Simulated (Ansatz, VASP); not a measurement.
## Ga2O3: VASP beside Ansatz

```xyz
10
Lattice="6.2271 -1.5416 0.0062 6.2271 1.5416 0.0062 -1.3980 0.0000 5.7089" Properties=species:S:1:pos:R:3 pbc="T T T"
Ga    3.2943    0.0000    3.9196
Ga    7.7619    0.0000    1.8018
Ga   11.0473    0.0000    1.1832
Ga    0.0089    0.0000    4.5382
O     5.2375    0.0000    4.2498
O     5.8187    0.0000    1.4716
O     9.6819    0.0000    2.4975
O     1.3743    0.0000    3.2239
O     1.8837    0.0000    0.6255
O     9.1725    0.0000    5.0959
```

Alike in both runs: functional PBE; k mesh 10 × 10 × 6; occupations gaussian, width 0.02 eV; no spin polarisation.

Ansatz relaxed the structure, and its values are those at the end. VASP's run is a single point on that final structure, the one shown.

```csv
,VASP,Ansatz
version,VASP 6.6.1,Ansatz 0.2.0
potentials or method,"VASP PAW PBE potentials, release 64 (Ga_d, O), cutoff 520 eV","scalar-relativistic, plane waves, PAW"
valence electrons in the cell,88,88
```

Ansatz gave:

```
gap on the k mesh at the Fermi level (eV) : 2.01
least direct gap on the mesh (eV)         : 2.03
pressure (GPa)                            : 0.0
rms of the force components (eV/Å)        : 0.001
```

Question: Estimate VASP's values.

Answer: gap on the k mesh at the Fermi level (eV): 2.00; least direct gap on the mesh (eV): 2.02; pressure (GPa): 0.6; rms of the force components (eV/Å): 0.008.

The functional is the same, so the differences come from potentials, cutoffs and numerics.
